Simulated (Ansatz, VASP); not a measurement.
# Zr3ZnN2 in VASP and in Ansatz

```xyz
6
Lattice="5.9763 0.0000 0.0000 -2.9882 5.1757 0.0000 0.0000 0.0000 3.0875" Properties=species:S:1:pos:R:3 pbc="T T T"
Zr    2.9882    0.0000    0.0000
Zr   -1.4941    2.5878    0.0000
Zr    1.4941    2.5878    0.0000
Zn    0.0000    0.0000    0.0000
N     0.0000    3.4504    1.5437
N     2.9882    1.7252    1.5437
```

Alike in both runs: functional PBE; k mesh 6 × 6 × 4; occupations gaussian, width 0.1 eV; no spin polarisation.

Ansatz relaxed the structure, and its values are those at the end. VASP's run is a single point on that final structure, the one shown.

|  | VASP | Ansatz |
| --- | --- | --- |
| version | VASP 6.6.1 | Ansatz 0.2.0 |
| potentials or method | VASP PAW PBE potentials, release 64 (Zr_sv, Zn, N), cutoff 520 eV | scalar-relativistic, plane waves, PAW |
| valence electrons in the cell | 58 | 58 |

Ansatz gave:

- gap on the k mesh at the Fermi level (eV): none
- pressure (GPa): 0.0

Question: What did VASP give for the same quantities?

Answer: gap on the k mesh at the Fermi level (eV): none; pressure (GPa): 0.2.

A gap of «none» marks a metal or a gap that the smearing closes. The functional is the same, so the differences come from potentials, cutoffs and numerics.

The k mesh is coarse, so the values compare programs but aren't converged.
